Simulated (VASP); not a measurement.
Here is a VASP 6.6.1 calculation.

Contents of INCAR:

```
SYSTEM = Ni
  ALGO = Normal
  EDIFF = 1E-7
  ENCUT = 520
  GGA = PE
  ISIF = 2
  ISMEAR = 0
  ISPIN = 2
  LASPH = .True.
  LCHARG = .False.
  LMAXMIX = 4
  LORBIT = 11
  LREAL = .False.
  LWAVE = .False.
  MAGMOM = 2 2
  NBANDS = 21
  NELM = 150
  PREC = Accurate
  SIGMA = 0.1
```

File KPOINTS:

```
k-points
0
Gamma
  7 14 14
  0 0 0
```

POSCAR

```
Ni
1.0
    0.0000000000      3.4500000000      3.4500000000
    1.7250000000      0.0000000000      1.7250000000
    1.7250000000      1.7250000000      0.0000000000
Ni
2
Direct
    0.0000000000      0.0000000000      0.0000000000
    0.5000000000      0.0000000000      0.0000000000
```

Potentials or basis: VASP PAW PBE potentials, release 64 (Ni).

Command:

```console
$ cat potpaw_PBE.64/Ni/POTCAR > POTCAR
$ mpirun -np 1 vasp_std > vasp.out
```

(1) Estimate the net moment.

(2) Predict the pressure.

(3) What does it give for the site moments?

## Answers

(1) 1.12 μB per cell.

(2) 13.0 GPa.

(3) Ni +0.57 μB.

Caveat: the cell stands under pressure.
